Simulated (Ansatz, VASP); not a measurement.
Two plane-wave programs on TaAlMo3

```
Ta Al Mo
1.0
     2.26633    1.30846    4.54083
    -2.26633    1.30846    4.54083
     0.00000   -2.61693    4.54083
Ta Al Mo
1 1 3
Direct
  0.09613 0.09613 0.09613
  0.50319 0.50319 0.50319
  0.90000 0.90000 0.90000
  0.29433 0.29433 0.29433
  0.70697 0.70697 0.70697
```

Change from the starting cell: the structure that the rattled cell fell into.

Alike in both runs: functional PBE; k mesh 12 × 12 × 12; occupations gaussian, width 0.1 eV; no spin polarisation.

Ansatz relaxed the structure, and its values are those at the end. VASP's run is a single point on that final structure, the one shown.

```csv
,VASP,Ansatz
version,VASP 6.6.1,Ansatz 0.2.0
potentials or method,"VASP PAW PBE potentials, release 64 (Ta_pv, Al, Mo_sv), cutoff 520 eV","scalar-relativistic, plane waves, PAW"
valence electrons in the cell,56,58
```

VASP gave:

* gap on the k mesh at the Fermi level (eV): none
* pressure (GPa): 0.3
* rms of the force components (eV/Å): 0.005

Question: What did Ansatz give for the same quantities?

Answer: gap on the k mesh at the Fermi level (eV): none; pressure (GPa): 0.0; rms of the force components (eV/Å): 0.001.

A gap of «none» marks a metal or a gap that the smearing closes. The functional is the same, so the differences come from potentials, cutoffs and numerics. VASP's potentials hold 56 valence electrons a cell and Ansatz's 58, so a difference there can come from the potentials and not from the codes.

Spin-orbit coupling is off throughout.
